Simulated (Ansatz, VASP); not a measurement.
## Ir in VASP and in Ansatz

Contents of INCAR:

```
PREC = Accurate
ENCUT = 500
EDIFF = 1E-6
ISMEAR = 0
SIGMA = 0.15
LREAL = False
LASPH = True
NELM = 120
ALGO = Normal
ISIF = 2
LWAVE = False
LCHARG = False
NBANDS = 14
GGA_COMPAT = False
```

KPOINTS

```
Automatic mesh
0
Gamma
  22 22 22
```

The input POSCAR:

```
Ir
1.0
    0.0000000000      2.2234147828      1.5112550279
    2.2234147828      0.0000000000      1.5112550279
    2.2234147828      2.2234147828      0.0000000000
Ir
1
Direct
    0.0000000000      0.0000000000      0.0000000000
```

Input for Ansatz:

```yaml
crystal:
  lattice:
    - [0.0, 2.2234147828, 1.5112550279]
    - [2.2234147828, 0.0, 1.5112550279]
    - [2.2234147828, 2.2234147828, 0.0]
  atoms:
    - { symbol: Ir, position: [0.0, 0.0, 0.0] }
basis:
  ecutwfc: 420
kpoints:
  mp_grid: { grid: [22, 22, 22] }
hamiltonian:
  xc: lda
  pseudopotentials: { kind: paw, azcp: { folder: soft_1 } }
scf:
  occupations: { method: gaussian, width: 0.15 }
output:
  forces: true
  stress: true
  eigenvalues: true
```

Alike in both runs: task single point; functional LDA; k mesh 22 × 22 × 22; occupations gaussian, width 0.15 eV; no spin polarisation.

|  | VASP | Ansatz |
| --- | --- | --- |
| version | VASP 6.6.1 | Ansatz 0.2.0 |
| potentials or method | VASP PAW LDA potentials, release 64 (Ir_sv_GW), cutoff 500 eV | scalar-relativistic, plane waves, PAW |
| valence electrons in the cell | 17 | 17 |

```tsv
	VASP	Ansatz	Ansatz less VASP
gap on the k mesh at the Fermi level (eV)	none	none	-
pressure (GPa)	-16.1	-14.3	+1.81
traceless stress, the component that is largest in VASP (GPa)	-13.70	-13.85	-0.149
```

Ansatz warns that its potentials were made for another functional, while VASP's fit it. LDA's correlation is that of Perdew and Zunger in VASP and of Perdew and Wang (1992) in Ansatz. A gap of «none» marks a metal or a gap that the smearing closes.

Spin-orbit coupling is off throughout.
